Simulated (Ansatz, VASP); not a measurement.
## O in VASP and in Ansatz

File INCAR:

```
  ALGO = Normal
  EDIFF = 1E-6
  ENCUT = 520
  GGA = PE
  ISIF = 2
  ISMEAR = -1
  LASPH = True
  LCHARG = False
  LREAL = False
  LWAVE = False
  NBANDS = 13
  NELM = 80
  PREC = Accurate
  SIGMA = 0.05
```

The input KPOINTS:

```
k-points
0
Gamma
  10 10 8
```

File POSCAR:

```
O
1.0
    2.7529991861     -1.6050449429      0.0000000000
    2.7529991861      1.6050449429      0.0000000000
   -2.3118560315      0.0000000000      3.5211882362
O
2
Direct
    0.0254538300      0.0254538300      0.1555740200
    0.9745461700      0.9745461700      0.8444259800
```

Input for Ansatz:

```yaml
crystal:
  lattice:
    - [2.7529991861, -1.6050449429, 0.0]
    - [2.7529991861, 1.6050449429, 0.0]
    - [-2.3118560315, 0.0, 3.5211882362]
  atoms:
    - { symbol: O, position: [0.02545383, 0.02545383, 0.15557402] }
    - { symbol: O, position: [0.97454617, 0.97454617, 0.84442598] }
kpoints:
  mp_grid: { grid: [10, 10, 8] }
scf:
  occupations: { method: fermi_dirac, width: 0.05 }
  lower_state_search: "off"
hamiltonian:
  xc: pbe
  pseudopotentials: { kind: paw }
output:
  forces: true
  stress: true
  eigenvalues: true
```

Change from the starting cell: volume scaled by 0.9, no spin polarisation, PAW files.

Alike in both runs: task single point; functional PBE; k mesh 10 × 10 × 8; occupations fermi-dirac, width 0.05 eV; no spin polarisation.

```csv
,VASP,Ansatz
version,VASP 6.6.1,Ansatz 0.2.0
potentials or method,"VASP PAW PBE potentials, release 64 (O)","PAW with Ansatz's default frozen-core files, scalar-relativistic"
plane-wave cutoff (eV),520,420
valence electrons in the cell,12,12
```

VASP gave:

```
pressure (GPa)                                                : 7.4
traceless stress, the component that is largest in VASP (GPa) : 14.25
rms of the force components (eV/Å)                            : 2.657
```

Task: Estimate Ansatz's values.

Result: Pressure (GPa): 4.4; traceless stress, the component that is largest in VASP (GPa): 8.92; rms of the force components (eV/Å): 1.686.

Atom by atom the forces differ by 0.973 eV/Å (rms over components).

Noted on VASP's run: the standard files for N, O and F lose accuracy on very short bonds; spin is off for a triplet molecule.
